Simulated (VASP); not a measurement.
Si: single point with r2SCAN

The system is Si.

```
Si
1.0
     3.52481    0.00000    0.00000
    -1.76241    3.05258    0.00000
     0.00000    0.00000    6.07932
Si
4
Cartesian
  0.0000 2.0351 0.3831
  1.7624 1.0175 3.4227
  0.0000 2.0351 2.6566
  1.7624 1.0175 5.6963
```

This cell differs from its parent crystal: strain -0.080 along x and y, -0.040 along z.

```
Program                : VASP 6.6.1
Task                   : single point
Functional             : r2SCAN
Potentials or basis    : VASP PAW PBE potentials, release 64 (Si)
Cutoff                 : 520 eV
k mesh                 : 12 × 12 × 6
Occupations            : gaussian, width 0.05 eV
Spin                   : no spin polarisation
Dipole correction      : no
Further INCAR settings : ALGO = Normal; EDIFF = 1e-06; NBANDS = 16
```

```
Pressure               : 31.0 GPa
Largest force          : 1.028 eV/Å
Band gap on the k mesh : 0.06 eV (least direct gap 1.81 eV)
```

Forces in eV/Å, atoms in the order of the input:
```
Si   0.000  0.000  1.028
Si   0.000  0.000  1.028
Si   0.000  0.000 -1.028
Si   0.000  0.000 -1.028
```

Stress tensor (GPa, compression positive):
```
36.18  0.00  0.00
 0.00 36.18  0.00
 0.00  0.00 20.72
```

Levels at points of the mesh, in eV from the valence-band top:
```tsv
k point	band 5	band 6	band 7	band 8	band 9	band 10	band 11	band 12
(0.00, 0.00, 0.00)	-1.71	-0.72	0.00	0.00	1.81	2.23	2.23	2.46
(0.50, 0.00, 0.00)	-5.92	-3.98	-3.78	-1.94	0.25	2.64	2.79	3.27
(0.00, 0.00, 0.50)	-1.04	-1.04	-1.04	-1.04	3.00	3.00	3.22	3.22
(0.50, 0.00, 0.50)	-3.26	-3.26	-3.06	-3.06	1.00	1.00	1.20	1.20
```

Run time: 100 s on 1 thread of Intel(R) Xeon(R) 6975P-C (Granite Rapids) (shared host), peak memory 0.21 GiB.

Caveat: the cell differs from its parent crystal (strain -0.080 along x and y, -0.040 along z); the stress differs along the axes, from 21 to 36 GPa; semilocal functionals underestimate gaps, and a narrow one can read as zero; the PAW data sets were made with another functional, which shifts forces and pressure a little. A k mesh can miss the band edges.
